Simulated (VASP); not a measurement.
Wanted: the native input for a VASP 6.6.1 run.

| Quantity | Value |
| --- | --- |
| Task | single point |
| Functional | PBE |
| Potentials or basis | VASP PAW PBE potentials, release 64 (Li_sv, F) |
| Cutoff | 520 eV |
| k mesh | 6 × 6 × 6 |
| Occupations | gaussian, width 0.01 eV |
| Spin | no spin polarisation |
| Dipole correction | no |
| Further INCAR settings | ALGO = Normal; EDIFF = 1e-06; NBANDS = 12 |

The structure of LiF lies in POSCAR:

```
LiF
1.0
    0.0000000000      1.9749230202      1.9749230202
    1.9749230202      0.0000000000      1.9749230202
    1.9749230202      1.9749230202      0.0000000000
Li F
1 1
Direct
    0.0000000000      0.0000000000      0.0000000000
    0.5000000000      0.5000000000      0.5000000000
```

This cell differs from its parent crystal: strain -1.0%.

One way to write it, as run:

INCAR

```
PREC = Accurate
ENCUT = 520
EDIFF = 1E-6
ISMEAR = 0
SIGMA = 0.01
LREAL = False
LASPH = True
NELM = 100
ALGO = Normal
ISIF = 2
LWAVE = False
LCHARG = False
GGA = PE
NBANDS = 12
```

KPOINTS

```
regular mesh
0
Gamma
  6 6 6
```

Potentials or basis: VASP PAW PBE potentials, release 64 (Li_sv, F).

Run with:

```bash
$ cat potpaw_PBE.64/Li_sv/POTCAR potpaw_PBE.64/F/POTCAR > POTCAR
$ mpirun -np 1 vasp_std > vasp.out
```

It gave:

The band gap on the k mesh is 9.63 eV.

Caveat: the k points lie up to 0.46 Å⁻¹ apart; the cell differs from its parent crystal (strain -1.0%).

Wall time 1.9 s on 1 thread of Intel(R) Xeon(R) 6975P-C (Granite Rapids), with other jobs on the host, peak memory 0.12 GiB.
